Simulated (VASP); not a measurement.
## ZnW3: relaxation of cell and atoms with PBE

Crystal: ZnW3.

```
CELL_PARAMETERS angstrom
3.96217 0.00000 0.00000
0.00000 3.96217 0.00000
0.00000 0.00000 3.96217
ATOMIC_POSITIONS crystal
Zn 0.00000 0.00000 0.00000
W 0.00000 0.50000 0.50000
W 0.50000 0.00000 0.50000
W 0.50000 0.50000 0.00000
```

| Quantity | Value |
| --- | --- |
| Program | VASP 6.6.1 |
| Task | relaxation of cell and atoms |
| Functional | PBE |
| Potentials or basis | VASP PAW PBE potentials, release 64 (Zn, W_sv) |
| Cutoff | 600 eV |
| k mesh | 12 × 12 × 12 |
| Occupations | gaussian, width 0.1 eV |
| Spin | no spin polarisation |
| Dipole correction | no |
| Further INCAR settings | ALGO = Fast; EDIFF = 1e-07; IBRION = 2; EDIFFG = -0.01; NSW = 100; ISIF = 3 |

The relaxed volume is 15.57 Å³/atom and the relaxed cell is a = 3.963 Å, b = 3.963 Å, c = 3.963 Å, α = 90.00°, β = 90.00°, γ = 90.00°. The space group after relaxing (to 0.05 Å) is Pm-3m (No. 221), the energy gained by relaxing is 0.0 meV/atom and the ionic steps are 3. The pressure after relaxing is 0.0 GPa and the band gap on the k mesh is zero (band 27 reaches 10.69 eV, above the bottom of band 28 at 8.74 eV).

Final structure:
```xyz
4
Lattice="3.9635 0.0000 0.0000 0.0000 3.9635 0.0000 0.0000 0.0000 3.9635" Properties=species:S:1:pos:R:3 pbc="T T T"
Zn    0.0000    0.0000    0.0000
W     0.0000    1.9817    1.9817
W     1.9817    0.0000    1.9817
W     1.9817    1.9817    0.0000
```

Levels at points of the mesh, in eV from the Fermi level:
| k point | band 23 | band 24 | band 25 | band 26 | band 27 | band 28 | band 29 | band 30 | band 31 | band 32 |
| --- | --- | --- | --- | --- | --- | --- | --- | --- | --- | --- |
| (0.00, 0.00, 0.00) | -3.49 | -3.49 | 1.33 | 1.33 | 1.33 | 1.40 | 1.40 | 1.40 | 3.44 | 3.44 |
| (0.50, 0.00, 0.00) | -3.00 | -1.53 | -0.89 | -0.89 | -0.48 | 0.26 | 0.28 | 1.23 | 1.23 | 1.28 |
| (0.50, 0.50, 0.00) | -2.40 | -2.40 | -2.39 | -0.69 | -0.69 | 0.60 | 0.60 | 0.62 | 0.73 | 2.04 |
| (0.50, 0.50, 0.50) | -1.14 | -1.14 | -1.00 | -1.00 | -1.00 | 0.64 | 0.97 | 0.97 | 0.97 | 2.27 |

It took 7.2 min on 1 thread of Intel(R) Xeon(R) Platinum 8259CL CPU @ 2.50GHz (Skylake/Cascade Lake), on a shared host, peak memory 0.31 GiB.

Caveat: spin-orbit coupling is left out, which moves the levels of the heavy elements.
